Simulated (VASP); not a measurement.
Write the native input for VASP 6.6.1 that does the following.

```
Task                   : single point
Functional             : PBE
Potentials or basis    : VASP PAW PBE potentials, release 64 (Fe)
Cutoff                 : 600 eV
k mesh                 : 4 × 4 × 4
Occupations            : fermi-dirac, width 0.1 eV
Spin                   : collinear spin, ferromagnetic start
Starting moments       : [2.5] μB
Dipole correction      : no
Further INCAR settings : ALGO = Normal; EDIFF = 1e-06; NBANDS = 14
```

The structure of Fe lies in POSCAR:

```
Fe
1.0
   -1.4141260034      1.4141260034      1.4141260034
    1.4141260034     -1.4141260034      1.4141260034
    1.4141260034      1.4141260034     -1.4141260034
Fe
1
Direct
    0.0000000000      0.0000000000      0.0000000000
```

One way to write it, as run:

INCAR

```
SYSTEM = Fe
PREC     = Accurate       ! precision mode
ENCUT    = 600            ! plane-wave cutoff, eV
EDIFF    = 1E-6           ! SCF threshold, eV
ISMEAR   = -1             ! smearing method
SIGMA    = 0.1            ! smearing width, eV
LREAL    = .False.        ! projectors in reciprocal space
LASPH    = .True.         ! aspherical terms in the spheres
NELM     = 200            ! most SCF steps
ALGO     = Normal         ! electronic algorithm
ISIF     = 2              ! what is computed and relaxed
LWAVE    = .False.        ! write WAVECAR
LCHARG   = .True.         ! write CHGCAR
ISPIN    = 2              ! spin polarisation
MAGMOM   = 2.5            ! initial moments
LORBIT   = 11             ! projections on sites
LMAXMIX  = 4              ! l up to which the mixer works
GGA      = PE             ! functional
LELF     = .True.         ! ELF
LVHAR    = .True.       
NBANDS   = 14             ! bands
GGA_COMPAT= .False.
```

KPOINTS

```
regular mesh
0
Gamma
  4 4 4
  0 0 0
```

Potentials or basis: VASP PAW PBE potentials, release 64 (Fe).

Command:

```bash
$ cat potpaw_PBE.64/Fe/POTCAR > POTCAR
$ mpirun -np 1 vasp_std > vasp.out
```

It gave:

The pressure is -3.4 GPa. The band gap on the k mesh is zero (filled and empty bands overlap). The net moment is 1.97 μB per cell and the site moments are Fe +1.96 μB. The valence electrons inside the program's atomic spheres are Fe 7.29.

Caveat: the k points lie up to 0.79 Å⁻¹ apart, too coarse for converged energies and pressures of a metal.

Wall time 11 s on 1 thread of Intel Xeon 8259CL, on a shared host, peak memory 0.13 GiB.
